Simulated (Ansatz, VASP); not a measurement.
# One calculation of GaSb, two programs

```xyz
2
Lattice="-1.5428 2.6525 2.8690 1.5428 -2.6525 2.8690 1.5428 2.6525 -2.8690" Properties=species:S:1:pos:R:3 pbc="T T T"
Ga    0.0000    0.0000    0.0000
Sb    0.0000    0.0000    2.8690
```

Alike in both runs: task single point; functional LDA; k mesh 8 × 8 × 8; occupations fermi-dirac, width 0.1 eV; no spin polarisation.

```csv
,VASP,Ansatz
version,VASP 6.6.1,Ansatz 0.2.0
potentials or method,"VASP PAW LDA potentials, release 64 (Ga_d, Sb), cutoff 500 eV","plane waves, PAW"
valence electrons in the cell,18,28
```

```tsv
	VASP	Ansatz	Ansatz less VASP
pressure (GPa)	-3.3	-3.3	-0.02
traceless stress, the component that is largest in VASP (GPa)	2.73	2.73	-0.008
```

LDA's correlation is that of Perdew and Zunger in VASP and of Perdew and Wang (1992) in Ansatz. VASP's potentials hold 18 valence electrons a cell and Ansatz's 28, so a difference there can come from the potentials and not from the codes. Ansatz's warnings: stress scf threshold loose.

Spin-orbit coupling is off throughout.
